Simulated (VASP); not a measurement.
Write the native input for VASP 6.6.1 that does the following.

* Task: single point
* Functional: PBE
* Potentials or basis: VASP PAW PBE potentials, release 64 (Pb_d, S)
* Cutoff: 520 eV
* k mesh: 12 × 12 × 12
* Occupations: tetrahedron
* Spin: no spin polarisation
* Dipole correction: no
* Further INCAR settings: ALGO = Normal; EDIFF = 1e-06; NBANDS = 17

The structure of PbS (rocksalt type) lies in POSCAR:

```
PbS
1.0
    0.0000000000      3.0042711419      3.0042711419
    3.0042711419      0.0000000000      3.0042711419
    3.0042711419      3.0042711419      0.0000000000
Pb S
1 1
Direct
    0.0000000000      0.0000000000      0.0000000000
    0.5000000000      0.5000000000      0.5000000000
```

The input as run:

INCAR

```
ALGO     = Normal         # electronic algorithm
EDIFF    = 1E-6           # SCF threshold, eV
ENCUT    = 520            # plane-wave cutoff, eV
GGA      = PE             # functional
ISIF     = 2              # what is computed and relaxed
ISMEAR   = -5             # smearing method
LASPH    = True           # aspherical terms in the spheres
LCHARG   = False          # write CHGCAR
LREAL    = False          # projectors in reciprocal space
LWAVE    = False          # write WAVECAR
NBANDS   = 17             # bands
NELM     = 60             # most SCF steps
PREC     = Accurate       # precision mode
SIGMA    = 0.1            # smearing width, eV
```

KPOINTS

```
k-points
0
Gamma
  12 12 12
```

Potentials or basis: VASP PAW PBE potentials, release 64 (Pb_d, S).

Launch:

```console
$ cat potpaw_PBE.64/Pb_d/POTCAR potpaw_PBE.64/S/POTCAR > POTCAR
$ mpirun -np 1 vasp_std > vasp.out
```

It gave:

```json
{"Pressure": "-0.1 GPa", "Band gap on the k mesh": "0.50 eV"}
```

Caveat: spin-orbit coupling is left out, which moves the levels of the heavy elements.

Wall time 50 s on 1 thread of Intel Xeon 8259CL, on a shared host, peak memory 0.22 GiB.
